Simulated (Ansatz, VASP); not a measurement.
One calculation of Pt, two programs

```
CELL_PARAMETERS angstrom
-1.58149 1.58149 1.58149
1.58149 -1.58149 1.58149
1.58149 1.58149 -1.58149
ATOMIC_POSITIONS crystal
Pt 0.00000 0.00000 0.00000
```

Alike in both runs: functional PBE; k mesh 18 × 18 × 18; occupations fermi-dirac, width 0.05 eV; no spin polarisation.

Ansatz relaxed the structure, and its values are those at the end. VASP's run is a single point on that final structure, the one shown.

|  | VASP | Ansatz |
| --- | --- | --- |
| version | VASP 6.6.1 | Ansatz 0.2.0 |
| potentials or method | VASP PAW PBE potentials, release 64 (Pt) | PAW with Ansatz's default frozen-core files, scalar-relativistic |
| plane-wave cutoff (eV) | 520 | 420 |
| valence electrons in the cell | 10 | 18 |

Ansatz gave:

| Quantity | Value |
| --- | --- |
| pressure (GPa) | 0.0 |

**Question.** What did VASP give for the same quantities?

**Answer.** Pressure (GPa): -0.5.

With one functional, cell and mesh, what is left measures potentials, basis and numerics. VASP's potentials hold 10 valence electrons a cell and Ansatz's 18, so a difference there can come from the potentials and not from the codes.

Neither program's run includes spin-orbit coupling.
